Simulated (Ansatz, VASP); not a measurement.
# Two plane-wave programs on Be2Ge

Contents of POSCAR:

```
Be2Ge
1.0
    0.0000000000      2.6783040144      2.6783040144
    2.6783040144      0.0000000000      2.6783040144
    2.6783040144      2.6783040144      0.0000000000
Ge Be
1 2
Direct
    0.0000000000      0.0000000000      0.0000000000
    0.2500000000      0.2500000000      0.2500000000
    0.7500000000      0.7500000000      0.7500000000
```

Contents of INCAR.step1:

```
SYSTEM = Be2Ge
PREC = Accurate ; ENCUT = 520
EDIFF = 1E-5 ; ISMEAR = -1
SIGMA = 0.02 ; LREAL = .FALSE.
LASPH = .TRUE. ; NELM = 80
ALGO = Normal ; ISIF = 2
LWAVE = .TRUE. ; NBANDS = 16
GGA = PE
```

The input INCAR.step2:

```
SYSTEM = Be2Ge
PREC = Accurate ; ENCUT = 520
EDIFF = 1E-6 ; ISMEAR = -1
SIGMA = 0.02 ; LREAL = .FALSE.
LASPH = .TRUE. ; NELM = 80
ALGO = Normal ; ISIF = 2
LWAVE = .FALSE. ; LCHARG = .TRUE.
GGA = PE ; LHFCALC = .TRUE.
AEXX = 0.05 ; HFSCREEN = 0.1
PRECFOCK = Normal ; LELF = .TRUE.
LVHAR = .TRUE. ; NBANDS = 16
ISTART = 1
```

The input KPOINTS:

```
Automatic mesh
0
G
  4 4 4
  0 0 0
```

Input for Ansatz:

```yaml
crystal:
  lattice:
    - [0.0, 2.6783040144, 2.6783040144]
    - [2.6783040144, 0.0, 2.6783040144]
    - [2.6783040144, 2.6783040144, 0.0]
  atoms:
    - { symbol: Ge, position: [0.0, 0.0, 0.0] }
    - { symbol: Be, position: [0.25, 0.25, 0.25] }
    - { symbol: Be, position: [0.75, 0.75, 0.75] }
kpoints:
  mp_grid: { grid: [4, 4, 4] }
hamiltonian:
  xc: { exchange: pbe, correlation: pbe, exx: { coeff: 0.05, omega: 0.1 } }
scf:
  occupations: { method: fermi_dirac, width: 0.02 }
  n_extra_bands: 4
output:
  forces: true
  stress: true
  eigenvalues: true
```

Alike in both runs: task single point; functional PBE-based screened hybrid; k mesh 4 × 4 × 4; occupations fermi-dirac, width 0.02 eV; no spin polarisation.

```csv
,VASP,Ansatz
version,VASP 6.6.1,Ansatz 0.2.0
potentials or method,"VASP PAW PBE potentials, release 64 (Ge_d, Be)",plane waves
plane-wave cutoff (eV),520,420
valence electrons in the cell,18,18
```

VASP gave:

* pressure (GPa): 1.0

**Question.** What did Ansatz give for the same quantities?

**Answer.** Pressure (GPa): 0.9.

VASP's potentials were made for PBE, not for PBE-based screened hybrid. Ansatz's warnings: filled band counts differ across k points, stress exchange threshold loose, stress scf threshold loose.

The k mesh is coarse, so the values compare programs but aren't converged.
